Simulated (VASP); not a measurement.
Bi4F: relaxation of cell and atoms with PBE

Bi4F:

```
Bi F
1.0
     5.29234    0.00000    0.00000
     0.00000    5.29234    0.00000
     0.00000    0.00000    5.29234
Bi F
4 1
Cartesian
  1.3231 1.3231 1.3231
  3.9693 3.9693 1.3231
  1.3231 3.9693 3.9693
  3.9693 1.3231 3.9693
  0.0000 0.0000 0.0000
```

```json
{"Program": "VASP 6.6.1", "Task": "relaxation of cell and atoms", "Functional": "PBE", "Potentials or basis": "VASP PAW PBE potentials, release 64 (Bi_d, F)", "Cutoff": "600 eV", "k mesh": "4 × 4 × 4", "Occupations": "gaussian, width 0.1 eV", "Spin": "no spin polarisation", "Dipole correction": "no", "Further INCAR settings": "ALGO = Normal; EDIFF = 1e-07; IBRION = 2; EDIFFG = -0.04; NSW = 90; ISIF = 3"}
```

```json
{
  "Relaxed volume": "29.71 Å³/atom",
  "Relaxed cell": "a = 5.296 Å, b = 5.296 Å, c = 5.296 Å, α = 90.00°, β = 90.00°, γ = 90.00°",
  "Space group after relaxing (to 0.05 Å)": "P-43m (No. 215)",
  "Energy gained by relaxing": "283.7 meV/atom",
  "Ionic steps": "9",
  "Pressure after relaxing": "-0.1 GPa"
}
```

The path:
```csv
step,energy change (eV),largest force (eV/Å),pressure (GPa),volume (Å³)
1,0.0000,2.6135,2.31,148.23
2,-0.8629,1.1254,-2.85,157.58
3,-0.9689,0.8240,-3.95,161.17
4,-1.0036,0.5352,-5.10,168.51
5,-1.2634,0.7689,3.09,145.93
6,-1.3884,0.1570,-0.74,153.21
7,-1.3885,0.1758,-0.61,152.91
8,-1.4058,0.1399,-0.49,151.24
9,-1.4187,0.0240,-0.10,148.56
```

Final structure:
```
Bi F
1.0
     5.29623    0.00000    0.00000
     0.00000    5.29623    0.00000
     0.00000    0.00000    5.29623
Bi F
4 1
Cartesian
  1.4988 1.4988 1.4988
  3.7974 3.7974 1.4988
  1.4988 3.7974 3.7974
  3.7974 1.4988 3.7974
  0.0000 0.0000 5.2962
```

Levels at points of the mesh, in eV from the Fermi level:
| k point | band 31 | band 32 | band 33 | band 34 | band 35 | band 36 |
| --- | --- | --- | --- | --- | --- | --- |
| (0.00, 0.00, 0.00) | -3.09 | 0.67 | 0.67 | 0.67 | 0.79 | 0.79 |
| (0.50, 0.00, 0.00) | -1.31 | -1.18 | -0.75 | -0.75 | -0.23 | 0.89 |
| (0.50, 0.50, 0.00) | -2.44 | -1.98 | -0.47 | 0.24 | 0.24 | 1.80 |
| (0.50, 0.50, 0.50) | -3.06 | -2.79 | 2.27 | 2.27 | 3.12 | 3.12 |

Run time: 4.3 min on 1 thread of Intel(R) Xeon(R) 6975P-C (Granite Rapids), with other jobs on the host, peak memory 0.29 GiB.

Caveat: spin-orbit coupling is left out, which moves the levels of the heavy elements; an odd number of electrons without spin polarisation forces a metal; a magnetic or distorted state may lie lower.
